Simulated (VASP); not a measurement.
# SiC (Moissanite): electric field gradients with PBE

The system is SiC (Moissanite).

```
Si C
1.0
     3.07600    0.00000    0.00000
    -1.53800    2.66389    0.00000
     0.00000    0.00000    5.04800
Si C
2 2
Direct
  0.33333 0.66667 0.00449
  0.66667 0.33333 0.50449
  0.33333 0.66667 0.38051
  0.66667 0.33333 0.88051
```

```yaml
Program: VASP 6.6.1
Task: electric field gradients
Functional: PBE
Potentials_or_basis: VASP PAW PBE potentials, release 64 (Si, C)
Cutoff: 520 eV
k_mesh: 10 × 10 × 6
Occupations: fermi-dirac, width 0.02 eV
Spin: no spin polarisation
Dipole_correction: no
Further_INCAR_settings: ALGO = Normal; EDIFF = 1e-08; NBANDS = 16
```

```json
{
 "Pressure": "3.4 GPa",
 "Largest force": "0.018 eV/Å",
 "Band gap on the k mesh": "2.44 eV, indirect (least direct gap 3.97 eV)"
}
```

Forces in eV/Å, atoms in the order of the input:
```
Si   0.000  0.000  0.018
Si   0.000  0.000  0.018
C    0.000  0.000 -0.018
C    0.000  0.000 -0.018
```

Stress tensor (GPa, compression positive):
```
3.42 0.00 0.00
0.00 3.42 0.00
0.00 0.00 3.26
```

Levels at points of the mesh, in eV from the valence-band top:
| k point | band 6 | band 7 | band 8 | band 9 | band 10 | band 11 |
| --- | --- | --- | --- | --- | --- | --- |
| (0.00, 0.00, 0.00) | -0.10 | 0.00 | 0.00 | 4.81 | 6.21 | 6.67 |
| (0.50, 0.00, 0.00) | -3.32 | -3.28 | -1.20 | 2.78 | 4.23 | 6.88 |
| (0.00, 0.00, 0.50) | -0.71 | -0.71 | -0.71 | 5.90 | 5.90 | 7.35 |
| (0.50, 0.00, 0.50) | -2.44 | -2.32 | -2.32 | 3.29 | 3.29 | 5.26 |

Electric field gradients, principal values (V/Å²):
| atom | least | middle | greatest (by size) |
| --- | --- | --- | --- |
| 1 Si | -1.798 | -1.798 | 3.596 |
| 2 Si | -1.798 | -1.798 | 3.596 |
| 3 C | -1.058 | -1.059 | 2.117 |
| 4 C | -1.058 | -1.059 | 2.117 |

Wall time 14 s on 1 thread of Intel(R) Xeon(R) 6975P-C (Granite Rapids), with other jobs on the host, peak memory 0.16 GiB.

Caveat: without QUAD_EFG the Cq values of the log hold for a quadrupole moment of 1 mb, not for the nuclei. A k mesh can miss the band edges.
